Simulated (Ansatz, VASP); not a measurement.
## Two plane-wave programs on AgCl

```xyz
2
Lattice="3.4340 0.0000 0.0000 0.0000 3.4340 0.0000 0.0000 0.0000 3.4340" Properties=species:S:1:pos:R:3 pbc="T T T"
Ag    0.0000    0.0000    0.0000
Cl    1.9670    1.7170    1.7170
```

Change from the starting cell: all Cl atoms moved -0.250 Å, as atom 2 towards its neighbour atom 2 (Cl) at 3.434 Å.

Alike in both runs: task single point; functional PBEsol; k mesh 10 × 10 × 10; occupations gaussian, width 0.05 eV; no spin polarisation.

|  | VASP | Ansatz |
| --- | --- | --- |
| version | VASP 6.6.1 | Ansatz 0.2.0 |
| potentials or method | VASP PAW PBE potentials, release 64 (Ag, Cl), cutoff 520 eV | scalar-relativistic, plane waves, PAW |
| valence electrons in the cell | 18 | 26 |

VASP gave:

| Quantity | Value |
| --- | --- |
| gap on the k mesh at the Fermi level (eV) | 0.39 |
| least direct gap on the mesh (eV) | 1.76 |
| pressure (GPa) | -3.9 |
| traceless stress, the component that is largest in VASP (GPa) | -0.21 |
| rms of the force components (eV/Å) | 0.013 |

Problem. What did Ansatz give for the same quantities?

Solution. gap on the k mesh at the Fermi level (eV): 0.39; least direct gap on the mesh (eV): 1.76; pressure (GPa): -3.8; traceless stress, the component that is largest in VASP (GPa): -0.21; rms of the force components (eV/Å): 0.012.

VASP's potentials were made for PBE, not for PBEsol. Atom by atom the forces differ by 0.000 eV/Å (rms over components). VASP's potentials hold 18 valence electrons a cell and Ansatz's 26, so a difference there can come from the potentials and not from the codes.
